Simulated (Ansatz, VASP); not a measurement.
**Two plane-wave programs on AlN**

```
CELL_PARAMETERS angstrom
3.01372 0.00000 0.00000
-1.50686 2.60996 0.00000
0.00000 0.00000 5.30457
ATOMIC_POSITIONS crystal
Al 0.33333 0.66667 0.00000
Al 0.66667 0.33333 0.50000
N 0.33333 0.66667 0.38500
N 0.66667 0.33333 0.88500
```

Alike in both runs: task single point; functional PBE; k mesh 9 × 9 × 6; occupations gaussian, width 0.05 eV; no spin polarisation.

```csv
,VASP,Ansatz
version,VASP 6.6.1,Ansatz 0.2.0
potentials or method,"VASP PAW PBE potentials, release 64 (Al, N), cutoff 520 eV","scalar-relativistic, plane waves, PAW"
valence electrons in the cell,16,16
```

```tsv
	VASP	Ansatz	Ansatz less VASP
gap on the k mesh at the Fermi level (eV)	4.02	4.01	-0.007
least direct gap on the mesh (eV)	4.02	4.01	-0.007
pressure (GPa)	7.6	7.8	+0.23
traceless stress, the component that is largest in VASP (GPa)	-25.04	-24.87	+0.168
rms of the force components (eV/Å)	0.511	0.510	-0.0011
```

Atom by atom the forces differ by 0.001 eV/Å (rms over components). The functional is the same, so the differences come from potentials, cutoffs and numerics.
